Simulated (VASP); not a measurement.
# ScAl3 (R-3m) in VASP: further runs

ScAl3 is run at these levels: PBE; tasks: single point.

Everything below comes from runs of VASP 6.6.1. Logs are shortened: lines on timing, memory, paths and dates and some standing lists are left out, and cuts for length are marked.

## Step 1: The cell of the first run

The structure is trigonal, space group R-3m (No. 166). Conventional cell: a = 6.129 Å, b = 6.129 Å, c = 6.381 Å, α = 90.00°, β = 90.00°, γ = 120.00°. Sc (site symmetry -3m) has 12 Al at 2.77 to 3.06 Å within 3.6 Å. Within 3.6 Å of Al (site symmetry 2/m) lie 4 Sc at 2.77 to 3.06 Å and 8 Al at 2.77 to 3.06 Å.

## Step 2: Single point, PBE

Input file INCAR:

```
SYSTEM = ScAl3
PREC = Accurate
ENCUT = 520
EDIFF = 1E-6
ISMEAR = 0
SIGMA = 0.15
LREAL = .False.
LASPH = .True.
NELM = 100
ALGO = Fast
ISIF = 2
LWAVE = .False.
LCHARG = .False.
GGA = PE
NBANDS = 18
```

Input file KPOINTS:

```
Automatic mesh
0
Gamma
  14 14 14
  0 0 0
```

Input file POSCAR:

```
ScAl3
1.0
    4.1171696821     -0.2166931412     -0.2166931412
   -0.2166931412      4.1171696821     -0.2166931412
   -0.2166931412     -0.2166931412      4.1171696821
Sc Al
1 3
Direct
    0.0000000000      0.0000000000      0.0000000000
    0.5000000000      0.0000000000      0.5000000000
    0.0000000000      0.5000000000      0.5000000000
    0.5000000000      0.5000000000      0.0000000000
```

Potentials or basis: VASP PAW PBE potentials, release 64 (Sc_sv, Al).

Started as:

```bash
> cat potpaw_PBE.64/Sc_sv/POTCAR potpaw_PBE.64/Al/POTCAR > POTCAR
> mpirun -np 1 vasp_std > vasp.out
```

OUTCAR:

```text
SYSTEM = ScAl3
   PREC = Accurate
   ENCUT = 520
   EDIFF = 1E-6
   ISMEAR = 0
   LREAL = .False.
   LASPH = .True.
   NELM = 100
   ISIF = 2
   GGA = PE

 ion  position               nearest neighbor table
   1  0.000  0.000  0.000-   2 2.77   3 2.77   4 2.77   3 2.77   2 2.77   4 2.77   4 3.06   2 3.06
                             2 3.06   4 3.06   3 3.06   3 3.06
   2  0.500  0.000  0.500-   1 2.77   3 2.77   4 2.77   4 2.77   1 2.77   3 2.77   4 3.06   1 3.06
                             1 3.06   3 3.06   4 3.06   3 3.06
   3  0.000  0.500  0.500-   1 2.77   2 2.77   4 2.77   1 2.77   4 2.77   2 2.77   2 3.06   1 3.06
                             2 3.06   4 3.06   4 3.06   1 3.06
   4  0.500  0.500  0.000-   1 2.77   2 2.77   3 2.77   2 2.77   3 2.77   1 2.77   2 3.06   2 3.06
                             1 3.06   3 3.06   3 3.06   1 3.06

  LATTYP: Found a trigonal (rhomboedric) cell.
 ALAT       =     4.1285588316
 COS(alpha) =    -0.1019283747

  Lattice vectors:

 A1 = (   4.1171696821,  -0.2166931412,  -0.2166931412)
 A2 = (  -0.2166931412,   4.1171696821,  -0.2166931412)
 A3 = (  -0.2166931412,  -0.2166931412,   4.1171696821)

Analysis of symmetry for initial positions (statically):
=====================================================================
 Subroutine PRICEL returns:
 Original cell was already a primitive cell.

 Routine SETGRP: Setting up the symmetry group for a
 trigonal (rhombohedral) supercell.

 Subroutine GETGRP returns: Found 12 space group operations
 (whereof 12 operations were pure point group operations)
 out of a pool of 12 trial point group operations.

The static configuration has the point symmetry D_3d.

Analysis of symmetry for dynamics (positions and initial velocities):
=====================================================================
 Subroutine PRICEL returns:
 Original cell was already a primitive cell.

 Routine SETGRP: Setting up the symmetry group for a
 trigonal (rhombohedral) supercell.

 Subroutine GETGRP returns: Found 12 space group operations
 (whereof 12 operations were pure point group operations)
 out of a pool of 12 trial point group operations.

The dynamic configuration has the point symmetry D_3d.

 Subroutine INISYM returns: Found 12 space group operations
 (whereof 12 operations are pure point group operations),
 and found     1 'primitive' translations

----------------------------------------------------------------------------------------

                                     Primitive cell

  volume of cell :      69.1902

  direct lattice vectors                    reciprocal lattice vectors
     4.117169682 -0.216693141 -0.216693141     0.244314039  0.013573002  0.013573002
    -0.216693141  4.117169682 -0.216693141     0.013573002  0.244314039  0.013573002
    -0.216693141 -0.216693141  4.117169682     0.013573002  0.013573002  0.244314039

  length of vectors
     4.128558832  4.128558832  4.128558832     0.245066934  0.245066934  0.245066934

  position of ions in fractional coordinates (direct lattice)
     0.000000000  0.000000000  0.000000000
     0.500000000  0.000000000  0.500000000
     0.000000000  0.500000000  0.500000000
     0.500000000  0.500000000  0.000000000

  ion indices of the primitive-cell ions
   primitive index   ion index
                 1           1
                 2           2
                 3           3
                 4           4

----------------------------------------------------------------------------------------

 KPOINTS: Automatic mesh

Automatic generation of k-mesh.
 Grid dimensions read from file:
 generate k-points for:   14   14   14

 Generating k-lattice:

  Cartesian coordinates                     Fractional coordinates (reciprocal lattice)
     0.017451003  0.000969500  0.000969500     0.071428571  0.000000000  0.000000000
     0.000969500  0.017451003  0.000969500     0.000000000  0.071428571  0.000000000
     0.000969500  0.000969500  0.017451003     0.000000000  0.000000000  0.071428571

  Length of vectors
     0.017504781  0.017504781  0.017504781

  Shift w.r.t. Gamma in fractional coordinates (k-lattice)
     0.000000000  0.000000000  0.000000000

 Subroutine IBZKPT returns following result:
 ===========================================

 Found    288 irreducible k-points:

 Following reciprocal coordinates:
            Coordinates               Weight
  0.000000  0.000000  0.000000      1.000000
  0.071429  0.000000  0.000000      6.000000
  0.142857  0.000000  0.000000      6.000000
  0.214286 -0.000000  0.000000      6.000000
  0.285714  0.000000  0.000000      6.000000
  0.357143  0.000000  0.000000      6.000000
[... 16 lines left out ...]
  0.214286  0.142857  0.000000     12.000000
  0.285714  0.142857  0.000000     12.000000
 [... further k-points ...]
   k-points           NKPTS =    288   k-points in BZ     NKDIM =    288   number of bands    NBANDS=     18
   number of dos      NEDOS =    301   number of ions     NIONS =      4
   total plane-waves  NPLWV =  32768
   dimension x,y,z NGX =    32 NGY =   32 NGZ =   32
   dimension x,y,z NGXF=    64 NGYF=   64 NGZF=   64
   ions per type =               1   3
   NGX,Y,Z   is equivalent  to a cutoff of  12.89, 12.89, 12.89 a.u.
   NGXF,Y,Z  is equivalent  to a cutoff of  25.77, 25.77, 25.77 a.u.
 SYSTEM =  ScAl3
   PREC   = accura    normal or accurate (medium, high low for compatibility)
   ISTART =      0    job   : 0-new  1-cont  2-samecut
   ICHARG =      2    charge: 1-file 2-atom 10-const
   ISPIN  =      1    spin polarized calculation?
   LNONCOLLINEAR =      F non collinear calculations
   LSORBIT =      F    spin-orbit coupling
   LASPH  =      T    aspherical Exc in radial PAW
   ENCUT  =  520.0 eV  38.22 Ry    6.18 a.u.   7.68  7.68  7.68*2*pi/ulx,y,z
   NELM   =    100;   NELMIN=  2; NELMDL= -5     # of ELM steps
   EDIFF  = 0.1E-05   stopping-criterion for ELM
   LREAL  =      F    real-space projection
   EDIFFG = 0.1E-04   stopping-criterion for IOM
   NSW    =      0    number of steps for IOM
   IBRION =     -1    ionic relax: 0-MD 1-quasi-New 2-CG
   NFREE  =      0    steps in history (QN), initial steepest desc. (CG)
   ISIF   =      2    stress and relaxation
   ISYM   =      2    0-nonsym 1-usesym 2-fastsym
   POTIM  = 0.5000    time-step for ionic-motion
   TEBEG  =    0.0;   TEEND  =   0.0 temperature during run
   PSTRESS=    0.0 pullay stress
   NELECT =      20.0000    total number of electrons
   NUPDOWN=      -1.0000    fix difference up-down
   EMIN   =  10.00;   EMAX   =-10.00  energy-range for DOS
   EFERMI =   0.00;   METHOD = LEGACY
   ISMEAR =     0;   SIGMA  =   0.15  broadening in eV -4-tet -1-fermi 0-gaus
   EFERMI_NEDOS =   21; number of points for ismear=-14 and -15
   IALGO  =     68    algorithm
   IMIX   =      4    mixing-type and parameters
     AMIX     =   0.40;   BMIX     =  1.00
     AMIX_MAG =   1.60;   BMIX_MAG =  1.00
  volume/ion in A,a.u.               =      17.30       116.73
  Fermi-wavevector in a.u.,A,eV,Ry     =   1.082439  2.045513 15.941590  1.171674
  Thomas-Fermi vector in A             =   2.218480
   LORBIT       =      0    0 simple, 1 ext, 2 COOP (PROOUT), +10 PAW based schemes
   GGA     = PE    functional components
   LHFCALC =     F    Hartree Fock is set to
   AEXX    =    0.0000 exact exchange contribution
   IVDW    =     0    specifies the selected vdW correction
   LEPSILON=     F    determine dielectric tensor
   LRPA    =     F    only Hartree local field effects (RPA)
 non-spin polarized calculation
 RMM-DIIS sequential band-by-band and
 Gauss-broadening in eV      SIGMA  =   0.15
  energy-cutoff  :      520.00
  volume of cell :       69.19
 maximum number of plane-waves:      1880
   NGX = 15   NGY = 15   NGZ = 15

 number of electron      20.0000000 magnetization

 Free energy of the ion-electron system (eV)
  ---------------------------------------------------
  ext. energy  EPLUGINS =         0.00000000
  ---------------------------------------------------
  free energy    TOTEN  =       -18.78051988 eV

  energy without entropy =      -18.76382073  energy(sigma->0) =      -18.77217030

 E-fermi :   6.9847     XC(G=0): -10.3556

 val. band max:        6.9844432661   @ k =   0.3571   0.2143   0.0000
 cond. band min:       6.9902265893   @ k =  -0.1429  -0.1429   0.0714
 fundamental gap:      0.0057833232
 Fermi energy:         6.9847188910

 k-point     1 :       0.0000    0.0000    0.0000
  band No.  band energies     occupation
      1     -41.8835      2.00000
      2     -20.6023      2.00000
      3     -20.6023      2.00000
      4     -20.5653      2.00000
      5      -2.8080      2.00000
      6       4.6104      2.00000
[... 10 lines left out ...]
     17      12.3029      0.00000
     18      12.4401      0.00000

 k-point     2 :       0.0714    0.0000    0.0000
  band No.  band energies     occupation
      1     -41.8835      2.00000
      2     -20.6033      2.00000
      3     -20.6022      2.00000
      4     -20.5657      2.00000
      5      -2.7608      2.00000
      6       4.0919      2.00000
[... 10 lines left out ...]
     17      11.8831      0.00000
     18      12.3621      0.00000

 k-point     3 :       0.1429    0.0000    0.0000
  band No.  band energies     occupation
      1     -41.8833      2.00000
      2     -20.6061      2.00000
      3     -20.6019      2.00000
      4     -20.5665      2.00000
      5      -2.6198      2.00000
      6       3.3010      2.00000
[... 10 lines left out ...]
     17      11.9779      0.00000
     18      12.1945      0.00000

 k-point     4 :       0.2143   -0.0000    0.0000
  band No.  band energies     occupation
      1     -41.8831      2.00000
      2     -20.6106      2.00000
      3     -20.6015      2.00000
      4     -20.5675      2.00000
      5      -2.3874      2.00000
      6       2.4762      2.00000
[... 375 lines left out ...]
      4     -20.5682      2.00000
      5      -2.3905      2.00000
      6       2.9918      2.00000
[... 10 lines left out ...]
     17      11.8992      0.00000
     18      12.1739      0.00000

 k-point    23 :       0.2143    0.1429    0.0000
  band No.  band energies     occupation
      1     -41.8829      2.00000
      2     -20.6111      2.00000
      3     -20.6043      2.00000
      4     -20.5692      2.00000
      5      -2.1407      2.00000
      6       2.3852      2.00000
[... 10 lines left out ...]
     17      11.6858      0.00000
     18      12.0334      0.00000

 k-point    24 :       0.2857    0.1429    0.0000
  band No.  band energies     occupation
      1     -41.8826      2.00000
      2     -20.6161      2.00000
      3     -20.6039      2.00000
      4     -20.5700      2.00000
      5      -1.8072      2.00000
      6       1.6365      2.00000
[... 10 lines left out ...]
     17      11.9195      0.00000
     18      12.1358      0.00000

 [... further k-points ...]

------------------------ aborting loop because EDIFF is reached ----------------------------------------

  FORCE on cell =-STRESS in cart. coord.  units (eV):
  Direction    XX          YY          ZZ          XY          YZ          ZX
  --------------------------------------------------------------------------------------
  -------------------------------------------------------------------------------------
  Total        1.3839256      1.3839256      1.3839256      3.1877250      3.1877250      3.1877250
  in kB       32.0463765     32.0463765     32.0463765     73.8154086     73.8154086     73.8154086
  external PRESSURE =      32.0463765 kB  Pullay stress =       0.0000000 kB

 VOLUME and BASIS-vectors are now :
 -----------------------------------------------------------------------------
  energy-cutoff  :      520.00
  volume of cell :       69.19
      direct lattice vectors                 reciprocal lattice vectors
     4.117169682 -0.216693141 -0.216693141     0.244314039  0.013573002  0.013573002
    -0.216693141  4.117169682 -0.216693141     0.013573002  0.244314039  0.013573002
    -0.216693141 -0.216693141  4.117169682     0.013573002  0.013573002  0.244314039

 POSITION                                       TOTAL-FORCE (eV/Angst)
 -----------------------------------------------------------------------------------
      0.00000      0.00000      0.00000        -0.000000     -0.000000      0.000000
      1.95024     -0.21669      1.95024         0.000000     -0.000000     -0.000000
     -0.21669      1.95024      1.95024        -0.000000      0.000000      0.000000
      1.95024      1.95024     -0.21669        -0.000000      0.000000      0.000000
 -----------------------------------------------------------------------------------
    total drift:                                0.000000      0.000000      0.000000

  FREE ENERGIE OF THE ION-ELECTRON SYSTEM (eV)
  ---------------------------------------------------
  free  energy   TOTEN  =       -18.7805198807 eV

  energy  without entropy=      -18.7638207278  energy(sigma->0) =      -18.77217030
```

Run time: 5.5 min. Hardware: 1 thread of Intel Xeon Platinum 8259CL at 2.50GHz (Skylake/Cascade Lake), shared host; peak memory 0.43 GiB.

What came out:

```
Free energy            : -18.7805 eV
Pressure               : 3.2 GPa
Band gap on the k mesh : zero (bands 10 and 11 overlap by 2.31 eV)
```

Caveat: the cell stands under pressure.

(Part 1 of 2 ends here.)
